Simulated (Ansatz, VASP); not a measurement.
## Two plane-wave programs on BaO

INCAR

```
PREC = Accurate ; ENCUT = 600
EDIFF = 1E-6 ; ISMEAR = 0
SIGMA = 0.01 ; LREAL = F
LASPH = T ; NELM = 120
ALGO = Normal ; ISIF = 2
LWAVE = F ; LCHARG = F
GGA = PE ; NBANDS = 15
GGA_COMPAT = F
```

Contents of KPOINTS:

```
regular mesh
0
Gamma
  6 6 6
```

The input POSCAR:

```
BaO
1.0
    0.0000000000      2.8558717560      2.8558717560
    2.8558717560      0.0000000000      2.8558717560
    2.8558717560      2.8558717560      0.0000000000
Ba O
1 1
Direct
    0.0000000000      0.0000000000      0.0000000000
    0.5000000000      0.5000000000      0.5000000000
```

Input for Ansatz:

```yaml
crystal:
  lattice:
    - [0.0, 2.8558717560181073, 2.8558717560181073]
    - [2.8558717560181073, 0.0, 2.8558717560181073]
    - [2.8558717560181073, 2.8558717560181073, 0.0]
  atoms:
    - { symbol: Ba, position: [0.0, 0.0, 0.0] }
    - { symbol: O, position: [0.5, 0.5, 0.5] }
basis:
  ecutwfc: 550.0
kpoints:
  mp_grid:
    grid: [6, 6, 6]
hamiltonian:
  xc: pbe
scf:
  occupations:
    method: fixed
output:
  stress: true
```

Alike in both runs: task single point; functional PBE; k mesh 6 × 6 × 6; no spin polarisation.

|  | VASP | Ansatz |
| --- | --- | --- |
| version | VASP 6.6.1 | Ansatz 0.2.0 |
| potentials or method | VASP PAW PBE potentials, release 64 (Ba_sv, O), cutoff 600 eV | plane waves, PAW |
| occupations | gaussian, width 0.01 eV | fixed |
| valence electrons in the cell | 16 | 16 |

VASP gave:

| Quantity | Value |
| --- | --- |
| pressure (GPa) | -3.2 |

Q: What did Ansatz give for the same quantities?

A: Pressure (GPa): -4.3.

Neither program's run includes spin-orbit coupling.
